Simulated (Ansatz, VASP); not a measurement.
## ZrIn2F6 in VASP and in Ansatz

```
CELL_PARAMETERS angstrom
5.55254 0.00000 0.00000
0.00000 5.55254 0.00000
0.00000 0.00000 3.92624
ATOMIC_POSITIONS crystal
Zr 0.00000 0.00000 0.00000
In 0.50000 0.00000 0.50000
In 0.00000 0.50000 0.50000
F 0.24475 0.75525 0.00000
F 0.24475 0.24475 0.00000
F 0.00000 0.00000 0.50000
F 0.75525 0.24475 0.00000
F 0.75525 0.75525 0.00000
F 0.50000 0.50000 0.50000
```

Alike in both runs: task single point; functional PBE; k mesh 4 × 4 × 4; occupations gaussian, width 0.1 eV; no spin polarisation.

|  | VASP | Ansatz |
| --- | --- | --- |
| version | VASP 6.6.1 | Ansatz 0.2.0 |
| potentials or method | VASP PAW PBE potentials, release 64 (Zr_sv, In_d, F), cutoff 520 eV | scalar-relativistic, plane waves, PAW |
| valence electrons in the cell | 80 | 80 |

VASP gave:

| Item | Value |
| --- | --- |
| gap on the k mesh at the Fermi level (eV) | 1.06 |
| least direct gap on the mesh (eV) | 1.23 |
| pressure (GPa) | 26.2 |
| traceless stress, the component that is largest in VASP (GPa) | 8.18 |
| rms of the force components (eV/Å) | 0.538 |

Question: Estimate Ansatz's values.

Answer: gap on the k mesh at the Fermi level (eV): 1.09; least direct gap on the mesh (eV): 1.25; pressure (GPa): 25.9; traceless stress, the component that is largest in VASP (GPa): 8.40; rms of the force components (eV/Å): 0.487.

Atom by atom the forces differ by 0.051 eV/Å (rms over components).
